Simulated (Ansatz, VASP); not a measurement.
**O in VASP and in Ansatz**

The input INCAR:

```
SYSTEM = O
PREC = Accurate ; ENCUT = 520
EDIFF = 1E-8 ; ISMEAR = -1
SIGMA = 0.02 ; LREAL = .False.
LASPH = .True. ; NELM = 80
ALGO = Normal ; ISIF = 2
LWAVE = .False. ; LCHARG = .False.
GGA = PS ; LEFG = .True.
NBANDS = 13
```

KPOINTS

```
Automatic mesh
0
Gamma
  10 10 10
  0 0 0
```

File POSCAR:

```
O
1.0
    1.3942929299      0.8049953984      3.3387233343
   -1.3942929299      0.8049953984      3.3387233343
    0.0000000000     -1.6099907968      3.3387233343
O
2
Direct
    0.0577000000      0.0577000000      0.0577000000
    0.9423000000      0.9423000000      0.9423000000
```

Input for Ansatz:

```yaml
crystal:
  lattice:
    - [1.3942929299, 0.8049953984, 3.3387233343]
    - [-1.3942929299, 0.8049953984, 3.3387233343]
    - [0.0, -1.6099907968, 3.3387233343]
  atoms:
    - { symbol: O, position: [0.0577, 0.0577, 0.0577] }
    - { symbol: O, position: [0.9423, 0.9423, 0.9423] }
kpoints:
  mp_grid: { grid: [10, 10, 10] }
scf:
  occupations: { method: fermi_dirac, width: 0.02 }
hamiltonian:
  xc: pbesol
  pseudopotentials: { kind: paw }
output:
  forces: true
  stress: true
  eigenvalues: true
  efg: { contact_densities: true }
```

Change from the starting cell: volume scaled by 0.94, PAW files.

Alike in both runs: task electric field gradients; functional PBEsol; k mesh 10 × 10 × 10; occupations fermi-dirac, width 0.02 eV; no spin polarisation.

```csv
,VASP,Ansatz
version,VASP 6.6.1,Ansatz 0.2.0
potentials or method,"VASP PAW PBE potentials, release 64 (O)","PAW with Ansatz's default frozen-core files, scalar-relativistic"
plane-wave cutoff (eV),520,420
valence electrons in the cell,12,12
```

```csv
,VASP,Ansatz,Ansatz less VASP
pressure (GPa),14.3,8.4,-5.85
"traceless stress, the component that is largest in VASP (GPa)",46.67,34.20,-12.473
rms of the force components (eV/Å),3.812,2.475,-1.3377
size of Vzz on the site where it differs most (V/Å²),108.2,107.5,-0.69
```

VASP's potentials were made for PBE, not for PBEsol. Atom by atom the forces differ by 1.338 eV/Å (rms over components). One of these differences is far larger than is usual between the two programs; its cause wasn't traced. With one functional, cell and mesh, what is left measures potentials, basis and numerics.

Noted on VASP's run: the standard files for N, O and F lose accuracy on very short bonds; spin is off for a triplet molecule.
